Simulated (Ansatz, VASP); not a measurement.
# One calculation of CoCuC4N4, two programs

```
CELL_PARAMETERS angstrom
6.95098 0.00000 0.00000
0.00000 6.95098 0.00000
0.00000 0.00000 3.49461
ATOMIC_POSITIONS crystal
Co 0.50000 0.50000 0.00000
Cu 0.00000 0.00000 0.00000
C 0.19426 0.80574 0.00000
C 0.80574 0.19426 0.00000
C 0.19426 0.19426 0.00000
C 0.80574 0.80574 0.00000
N 0.31279 0.68721 0.00000
N 0.68721 0.31279 0.00000
N 0.31279 0.31279 0.00000
N 0.68721 0.68721 0.00000
```

Alike in both runs: functional PBE; k mesh 4 × 4 × 6; occupations gaussian, width 0.1 eV; collinear spin.

Ansatz relaxed the structure, and its values are those at the end. VASP's run is a single point on that final structure, the one shown.

|  | VASP | Ansatz |
| --- | --- | --- |
| version | VASP 6.6.1 | Ansatz 0.2.0 |
| potentials or method | VASP PAW PBE potentials, release 64 (Co, Cu, C, N), cutoff 520 eV | scalar-relativistic, plane waves, PAW |
| valence electrons in the cell | 56 | 72 |

|  | VASP | Ansatz | Ansatz less VASP |
| --- | --- | --- | --- |
| gap on the k mesh at the Fermi level (eV) | none | none | - |
| pressure (GPa) | 0.5 | 0.0 | -0.44 |
| rms of the force components (eV/Å) | 0.199 | 0.014 | -0.1849 |
| net moment per atom (μB) | 0.05 | 0.10 | +0.053 |
| size of the moment on the site where the two differ most (μB) | 0.02 | 0.22 | +0.201 |

Site moments also hang on the region over which each program counts them. A gap of «none» marks a metal or a gap that the smearing closes. One of these differences is far larger than is usual between the two programs; its cause wasn't traced. With one functional, cell and mesh, what is left measures potentials, basis and numerics. VASP's potentials hold 56 valence electrons a cell and Ansatz's 72, so a difference there can come from the potentials and not from the codes. Ansatz's warnings: seeded moment not kept.

Noted on VASP's run: the standard files for N, O and F lose accuracy on very short bonds.
